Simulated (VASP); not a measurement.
# PtS2 (P-3m1) in VASP: settings compared

Aim: see how the results for PtS2 move with the level of theory and the settings. Levels: PBE, r2SCAN. Tasks: electric field gradients.

All numbers are computed with VASP 6.6.1; they aren't measurements. Logs are shortened: lines on timing, memory, paths and dates and some standing lists are left out, and cuts for length are marked.

**1. The cell of the first run**

It takes space group P-3m1 (No. 164, trigonal). Conventional cell: a = 3.543 Å, b = 3.543 Å, c = 5.039 Å, α = 90.00°, β = 90.00°, γ = 120.00°. Pt (site symmetry -3m) has 6 S at 2.40 Å within 3.2 Å. Within 3.3 Å of S (site symmetry 3m) lie 3 Pt at 2.40 Å and 6 S at 3.25 Å.

**2. Electric field gradients, PBE**

INCAR

```
SYSTEM = PtS2
PREC     = Accurate       ! precision mode
ENCUT    = 520            ! plane-wave cutoff, eV
EDIFF    = 1E-8           ! SCF threshold, eV
ISMEAR   = -1             ! smearing method
SIGMA    = 0.02           ! smearing width, eV
LREAL    = .False.        ! projectors in reciprocal space
LASPH    = .True.         ! aspherical terms in the spheres
NELM     = 80             ! most SCF steps
ALGO     = Normal         ! electronic algorithm
ISIF     = 2              ! what is computed and relaxed
LWAVE    = .False.        ! write WAVECAR
LCHARG   = .False.        ! write CHGCAR
GGA      = PE             ! functional
LEFG     = .True.       
NBANDS   = 18             ! bands
```

KPOINTS

```
Automatic mesh
0
Gamma
  9 9 6
  0 0 0
```

POSCAR

```
PtS2
1.0
    3.5431994758      0.0000000000      0.0000000000
   -1.7715997379      3.0685007567      0.0000000000
    0.0000000000      0.0000000000      5.0388000000
Pt S
1 2
Direct
    0.0000000000      0.0000000000      0.0000000000
    0.3333333333      0.6666666667      0.2500000000
    0.6666666667      0.3333333333      0.7500000000
```

Potentials or basis: VASP PAW PBE potentials, release 64 (Pt, S).

Launch:

```
$ cat potpaw_PBE.64/Pt/POTCAR potpaw_PBE.64/S/POTCAR > POTCAR
$ mpirun -np 1 vasp_std > vasp.out
```

OUTCAR:

```text
SYSTEM = PtS2
   PREC = Accurate
   ENCUT = 520
   EDIFF = 1E-8
   ISMEAR = -1
   LREAL = .False.
   LASPH = .True.
   NELM = 80
   ISIF = 2
   GGA = PE

 ion  position               nearest neighbor table
   1  0.000  0.000  0.000-   2 2.40   3 2.40   2 2.40   3 2.40   3 2.40   2 2.40
   2  0.333  0.667  0.250-   1 2.40   1 2.40   1 2.40
   3  0.667  0.333  0.750-   1 2.40   1 2.40   1 2.40

  LATTYP: Found a hexagonal cell.
 ALAT       =     3.5431994758
 C/A-ratio  =     1.4221045229

  Lattice vectors:

 A1 = (   3.5431994758,   0.0000000000,   0.0000000000)
 A2 = (  -1.7715997379,   3.0685007567,   0.0000000000)
 A3 = (   0.0000000000,   0.0000000000,   5.0388000000)

Analysis of symmetry for initial positions (statically):
=====================================================================
 Subroutine PRICEL returns:
 Original cell was already a primitive cell.

 Routine SETGRP: Setting up the symmetry group for a
 hexagonal supercell.

 Subroutine GETGRP returns: Found 12 space group operations
 (whereof 12 operations were pure point group operations)
 out of a pool of 24 trial point group operations.

The static configuration has the point symmetry D_3d.

Analysis of symmetry for dynamics (positions and initial velocities):
=====================================================================
 Subroutine PRICEL returns:
 Original cell was already a primitive cell.

 Routine SETGRP: Setting up the symmetry group for a
 hexagonal supercell.

 Subroutine GETGRP returns: Found 12 space group operations
 (whereof 12 operations were pure point group operations)
 out of a pool of 24 trial point group operations.

The dynamic configuration has the point symmetry D_3d.

 Subroutine INISYM returns: Found 12 space group operations
 (whereof 12 operations are pure point group operations),
 and found     1 'primitive' translations

----------------------------------------------------------------------------------------

                                     Primitive cell

  volume of cell :      54.7834

  direct lattice vectors                    reciprocal lattice vectors
     3.543199476  0.000000000  0.000000000     0.282230794  0.162946025  0.000000000
    -1.771599738  3.068500757  0.000000000     0.000000000  0.325892049  0.000000000
     0.000000000  0.000000000  5.038800000     0.000000000  0.000000000  0.198459951

  length of vectors
     3.543199476  3.543199476  5.038800000     0.325892049  0.325892049  0.198459951

  position of ions in fractional coordinates (direct lattice)
     0.000000000  0.000000000  0.000000000
     0.333333333  0.666666667  0.250000000
     0.666666667  0.333333333  0.750000000

  ion indices of the primitive-cell ions
   primitive index   ion index
                 1           1
                 2           2
                 3           3

----------------------------------------------------------------------------------------

 KPOINTS: Automatic mesh

Automatic generation of k-mesh.
 Grid dimensions read from file:
 generate k-points for:    9    9    6

 Generating k-lattice:

  Cartesian coordinates                     Fractional coordinates (reciprocal lattice)
     0.031358977  0.018105114  0.000000000     0.111111111  0.000000000  0.000000000
     0.000000000  0.036210228  0.000000000     0.000000000  0.111111111  0.000000000
     0.000000000  0.000000000  0.033076658     0.000000000  0.000000000  0.166666667

  Length of vectors
     0.036210228  0.036210228  0.033076658

  Shift w.r.t. Gamma in fractional coordinates (k-lattice)
     0.000000000  0.000000000  0.000000000

 Subroutine IBZKPT returns following result:
 ===========================================

 Found     62 irreducible k-points:

 Following reciprocal coordinates:
            Coordinates               Weight
  0.000000  0.000000  0.000000      1.000000
  0.111111  0.000000  0.000000      6.000000
  0.222222  0.000000  0.000000      6.000000
  0.333333 -0.000000  0.000000      6.000000
  0.444444  0.000000  0.000000      6.000000
  0.111111  0.111111  0.000000      6.000000
[... 16 lines left out ...]
  0.222222  0.111111  0.166667     12.000000
 -0.111111  0.333333  0.166667     12.000000
 [... further k-points ...]
   k-points           NKPTS =     62   k-points in BZ     NKDIM =     62   number of bands    NBANDS=     18
   number of dos      NEDOS =    301   number of ions     NIONS =      3
   total plane-waves  NPLWV =  31360
   dimension x,y,z NGX =    28 NGY =   28 NGZ =   40
   dimension x,y,z NGXF=    56 NGYF=   56 NGZF=   80
   ions per type =               1   2
   NGX,Y,Z   is equivalent  to a cutoff of  13.14, 13.14, 13.20 a.u.
   NGXF,Y,Z  is equivalent  to a cutoff of  26.28, 26.28, 26.39 a.u.
 SYSTEM =  PtS2
   PREC   = accura    normal or accurate (medium, high low for compatibility)
   ISTART =      0    job   : 0-new  1-cont  2-samecut
   ICHARG =      2    charge: 1-file 2-atom 10-const
   ISPIN  =      1    spin polarized calculation?
   LNONCOLLINEAR =      F non collinear calculations
   LSORBIT =      F    spin-orbit coupling
   LASPH  =      T    aspherical Exc in radial PAW
   ENCUT  =  520.0 eV  38.22 Ry    6.18 a.u.   6.59  6.59  9.37*2*pi/ulx,y,z
   NELM   =     80;   NELMIN=  2; NELMDL= -5     # of ELM steps
   EDIFF  = 0.1E-07   stopping-criterion for ELM
   LREAL  =      F    real-space projection
   EDIFFG = 0.1E-06   stopping-criterion for IOM
   NSW    =      0    number of steps for IOM
   IBRION =     -1    ionic relax: 0-MD 1-quasi-New 2-CG
   NFREE  =      0    steps in history (QN), initial steepest desc. (CG)
   ISIF   =      2    stress and relaxation
   ISYM   =      2    0-nonsym 1-usesym 2-fastsym
   POTIM  = 0.5000    time-step for ionic-motion
   TEBEG  =    0.0;   TEEND  =   0.0 temperature during run
   PSTRESS=    0.0 pullay stress
   NELECT =      22.0000    total number of electrons
   NUPDOWN=      -1.0000    fix difference up-down
   EMIN   =  10.00;   EMAX   =-10.00  energy-range for DOS
   EFERMI =   0.00;   METHOD = LEGACY
   ISMEAR =    -1;   SIGMA  =   0.02  broadening in eV -4-tet -1-fermi 0-gaus
   EFERMI_NEDOS =   21; number of points for ismear=-14 and -15
   IALGO  =     38    algorithm
   IMIX   =      4    mixing-type and parameters
     AMIX     =   0.40;   BMIX     =  1.00
     AMIX_MAG =   1.60;   BMIX_MAG =  1.00
  volume/ion in A,a.u.               =      18.26       123.23
  Fermi-wavevector in a.u.,A,eV,Ry     =   1.207812  2.282434 19.848319  1.458810
  Thomas-Fermi vector in A             =   2.343439
   LORBIT       =      0    0 simple, 1 ext, 2 COOP (PROOUT), +10 PAW based schemes
   GGA     = PE    functional components
   LHFCALC =     F    Hartree Fock is set to
   AEXX    =    0.0000 exact exchange contribution
   IVDW    =     0    specifies the selected vdW correction
   LEPSILON=     F    determine dielectric tensor
   LRPA    =     F    only Hartree local field effects (RPA)
 non-spin polarized calculation
  energy-cutoff  :      520.00
  volume of cell :       54.78
 maximum number of plane-waves:      1507
 NGX is ok and might be reduce to    28
   NGX = 13   NGY = 13   NGZ = 19

 number of electron      22.0000000 magnetization

 Free energy of the ion-electron system (eV)
  ---------------------------------------------------
  ext. energy  EPLUGINS =         0.00000000
  ---------------------------------------------------
  free energy    TOTEN  =       -15.36410255 eV

  energy without entropy =      -15.36410255  energy(sigma->0) =      -15.36410255

 E-fermi :   7.1265     XC(G=0): -10.6937

 val. band max:        6.8624019976   @ k =   0.0000   0.0000   0.0000
 cond. band min:       7.4198532729   @ k =   0.3333   0.3333   0.0000
 fundamental gap:      0.5574512753
 Fermi energy:         7.1264597743

 k-point     1 :       0.0000    0.0000    0.0000
  band No.  band energies     occupation
      1      -8.3954      2.00000
      2      -5.5747      2.00000
      3      -0.2055      2.00000
      4       0.4186      2.00000
      5       0.4186      2.00000
      6       3.0588      2.00000
[... 10 lines left out ...]
     17      14.8510      0.00000
     18      19.7406      0.00000
[... 466 lines left out ...]
      2      -5.9999      2.00000
      3       0.3379      2.00000
      4       0.7454      2.00000
      5       1.3722      2.00000
      6       1.6409      2.00000
[... 10 lines left out ...]
     17      15.3831      0.00000
     18      17.1034      0.00000

 [... further k-points ...]

------------------------ aborting loop because EDIFF is reached ----------------------------------------

  FORCE on cell =-STRESS in cart. coord.  units (eV):
  Direction    XX          YY          ZZ          XY          YZ          ZX
  --------------------------------------------------------------------------------------
  -------------------------------------------------------------------------------------
  Total        0.9604938      0.9604938      0.0598606      0.0000000      0.0000000     -0.0000000
  in kB       28.0902874     28.0902874      1.7506650      0.0000000      0.0000000     -0.0000000
  external PRESSURE =      19.3104132 kB  Pullay stress =       0.0000000 kB

 VOLUME and BASIS-vectors are now :
 -----------------------------------------------------------------------------
  energy-cutoff  :      520.00
  volume of cell :       54.78
      direct lattice vectors                 reciprocal lattice vectors
     3.543199476  0.000000000  0.000000000     0.282230794  0.162946025  0.000000000
    -1.771599738  3.068500757  0.000000000     0.000000000  0.325892049  0.000000000
     0.000000000  0.000000000  5.038800000     0.000000000  0.000000000  0.198459951

 POSITION                                       TOTAL-FORCE (eV/Angst)
 -----------------------------------------------------------------------------------
      0.00000      0.00000      0.00000        -0.000000      0.000000     -0.000000
     -0.00000      2.04567      1.25970        -0.000000     -0.000000     -0.367510
      1.77160      1.02283      3.77910         0.000000      0.000000      0.367510
 -----------------------------------------------------------------------------------
    total drift:                               -0.000000     -0.000000     -0.000000

  FREE ENERGIE OF THE ION-ELECTRON SYSTEM (eV)
  ---------------------------------------------------
  free  energy   TOTEN  =       -15.3641025523 eV

  energy  without entropy=      -15.3641025476  energy(sigma->0) =      -15.36410255

 Electric field gradients (V/A^2)
---------------------------------------------------------------------
 ion       V_xx      V_yy      V_zz      V_xy      V_xz      V_yz
---------------------------------------------------------------------
   1     -65.492   -65.491   130.983     0.000     0.000    -0.000
   2      21.580    21.580   -43.160     0.000    -0.000     0.000
   3      21.580    21.580   -43.160     0.000    -0.000     0.000
---------------------------------------------------------------------

 Electric field gradients after diagonalization (V/A^2)
 (convention: |V_zz| > |V_xx| > |V_yy|)
----------------------------------------------------------------------
 ion       V_xx      V_yy      V_zz     asymmetry (V_yy - V_xx)/ V_zz
----------------------------------------------------------------------
   1     -65.492   -65.491   130.983       0.000
   2      21.580    21.580   -43.160       0.000
   3      21.580    21.580   -43.160       0.000
----------------------------------------------------------------------

           NMR quadrupolar parameters

 Cq : quadrupolar parameter    Cq=e*Q*V_zz/h
 eta: asymmetry parameters     (V_yy - V_xx)/ V_zz
 Q  : nuclear electric quadrupole moment in mb (millibarn)
----------------------------------------------------------------------
 ion       Cq(MHz)       eta       Q (mb)
----------------------------------------------------------------------
   1       0.317       0.000       1.000
   2      -0.104       0.000       1.000
   3      -0.104       0.000       1.000
----------------------------------------------------------------------
```

Run time: 66 s. Hardware: 1 thread of Intel Xeon Platinum 8259CL at 2.50GHz (Skylake/Cascade Lake), shared host; peak memory 0.21 GiB.

Results:

- Free energy: -15.3641 eV
- Pressure: 1.9 GPa
- Largest force: 0.368 eV/Å
- Band gap on the k mesh: 0.56 eV (least direct gap 0.91 eV)
- Largest electric field gradient by atom: Pt +131.0; S -43.2 V/Å²

Forces on the atoms (eV/Å):
```
Pt   0.000  0.000  0.000
S    0.000  0.000 -0.368
S    0.000  0.000  0.368
```

Electric field gradients, principal values (V/Å²):
```tsv
atom	least	middle	greatest (by size)
1 Pt	-65.491	-65.492	130.983
2 S	21.580	21.580	-43.160
3 S	21.580	21.580	-43.160
```

Caveat: without QUAD_EFG the Cq values of the log hold for a quadrupole moment of 1 mb, not for the nuclei; spin-orbit coupling is left out, which moves the levels of the heavy elements; an odd mesh through Γ misses points on the zone boundary, where band edges can lie.

[end of part 1 of 2]
